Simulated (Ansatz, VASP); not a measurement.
## Two plane-wave programs on GeN

File INCAR:

```
SYSTEM = GeN
PREC     = Accurate       ! precision mode
ENCUT    = 600            ! plane-wave cutoff, eV
EDIFF    = 1E-7           ! SCF threshold, eV
ISMEAR   = 0              ! smearing method
SIGMA    = 0.2            ! smearing width, eV
LREAL    = .FALSE.        ! projectors in reciprocal space
LASPH    = .TRUE.         ! aspherical terms in the spheres
NELM     = 120            ! most SCF steps
ALGO     = Normal         ! electronic algorithm
ISIF     = 3              ! what is computed and relaxed
LWAVE    = .FALSE.        ! write WAVECAR
LCHARG   = .FALSE.        ! write CHGCAR
GGA      = PE             ! functional
IBRION   = 2              ! ionic algorithm
NSW      = 36             ! ionic steps
EDIFFG   = -0.08          ! ionic threshold
GGA_COMPAT= .FALSE.      
NELMIN   = 4
```

File KPOINTS:

```
regular mesh
0
G
  6 6 6
  0 0 0
```

The input POSCAR:

```
GeN
1.0
    0.0000000000      2.6059870500      2.6059870500
    2.6059870500      0.0000000000      2.6059870500
    2.6059870500      2.6059870500      0.0000000000
Ge N
1 1
Direct
    0.0000000000      0.0000000000      0.0000000000
    0.7500000000      0.7500000000      0.7500000000
```

Input for Ansatz:

```yaml
crystal:
  lattice:
    - [0.0, 2.60598705, 2.60598705]
    - [2.60598705, 0.0, 2.60598705]
    - [2.60598705, 2.60598705, 0.0]
  atoms:
    - { symbol: Ge, position: [0.0, 0.0, 0.0] }
    - { symbol: "N", position: [0.75, 0.75, 0.75] }
basis:
  ecutwfc: 420
kpoints:
  mp_grid: { grid: [6, 6, 6] }
hamiltonian:
  xc: pbe
scf:
  occupations: { method: gaussian, width: 0.2 }
  lower_state_search: "off"
output:
  forces: true
  stress: true
  eigenvalues: true
relax:
  adjacent_minimum: "off"
  f_tol: 0.08
  max_steps: 16
  cell: { stress_tol: 0.8 }
```

Change from the starting cell: species swapped into the MnSe type (F-43m, No. 216).

Alike in both runs: task relaxation of cell and atoms; functional PBE; k mesh 6 × 6 × 6; occupations gaussian, width 0.2 eV; no spin polarisation.

|  | VASP | Ansatz |
| --- | --- | --- |
| version | VASP 6.6.1 | Ansatz 0.2.0 |
| potentials or method | VASP PAW PBE potentials, release 64 (Ge_d, N), cutoff 600 eV | scalar-relativistic, plane waves, PAW |
| valence electrons in the cell | 19 | 19 |

```tsv
	VASP	Ansatz	Ansatz less VASP
gap on the k mesh at the Fermi level, each at its own relaxed structure (eV)	none	none	-
relaxed volume (Å³/atom)	13.82	13.99	+0.170
relaxed cell length with the largest relative difference (Å)	3.394	3.407	+0.0139
```

A gap of «none» marks a metal or a gap that the smearing closes.

Noted on VASP's run: the volume moved by over 15 % at a fixed basis, so the end points are rough.
